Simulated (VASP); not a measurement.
MgZn4O:

```
Mg Zn O
1.0
     2.98000    0.00000    0.00000
     0.00000    2.98000    0.00000
     0.00000    0.00000   18.10000
Mg Zn O
2 8 2
Direct
  0.00000 0.50000 0.94200
  0.50000 0.00000 0.05800
  0.00000 0.50000 0.73000
  0.50000 0.00000 0.64000
  0.00000 0.50000 0.54800
  0.50000 0.00000 0.82400
  0.00000 0.50000 0.17600
  0.50000 0.00000 0.27000
  0.00000 0.50000 0.36000
  0.50000 0.00000 0.45200
  0.00000 0.50000 0.05800
  0.50000 0.00000 0.94200
```

```yaml
Program: VASP 6.6.1
Task: relaxation of cell and atoms
Functional: PBE
Potentials_or_basis: VASP PAW PBE potentials, release 64 (Mg, Zn, O)
Cutoff: 600 eV
k_mesh: 5 × 5 × 1
Occupations: gaussian, width 0.2 eV
Spin: no spin polarisation
```

At the start: pressure 2.8 GPa; volume 13.39 Å³/atom.

Question: How do energy, volume and symmetry change on relaxing?

Answer: Over 9 steps the energy falls by 51.6 meV/atom and the volume is 13.94 Å³/atom (+4.1 %); space group P4/nmm (No. 129, to 0.05 Å).

The path:
```csv
step,energy change (eV),largest force (eV/Å),pressure (GPa),volume (Å³)
1,0.0000,0.9105,2.84,160.74
2,-0.3825,0.3132,-0.57,166.23
3,-0.4476,0.7051,-2.58,170.66
4,-0.5823,0.4626,-0.23,167.04
5,-0.5830,0.4459,-0.06,166.80
6,-0.6094,0.1463,0.01,166.68
7,-0.6118,0.1345,0.10,166.63
8,-0.6161,0.0876,0.04,166.87
9,-0.6196,0.0476,-0.06,167.27
```

Final structure:
```xyz
12
Lattice="2.9102 0.0000 0.0000 0.0000 2.9102 0.0000 0.0000 0.0000 19.7506" Properties=species:S:1:pos:R:3 pbc="T T T"
Mg    0.0000    1.4551   18.6409
Mg    1.4551    0.0000    1.1097
Zn    0.0000    1.4551   14.4491
Zn    1.4551    2.9102   12.6613
Zn    0.0000    1.4551   10.8247
Zn    1.4551    0.0000   16.1495
Zn    0.0000    1.4551    3.6011
Zn    1.4551    2.9102    5.3015
Zn    0.0000    1.4551    7.0893
Zn    1.4551    0.0000    8.9259
O     0.0000    1.4551    1.0810
O     1.4551    0.0000   18.6696
```

Caveat: the k points lie up to 0.43 Å⁻¹ apart in the final cell; the relaxation stopped at a loose force limit of 0.08 eV/Å, so its end isn't a converged minimum.
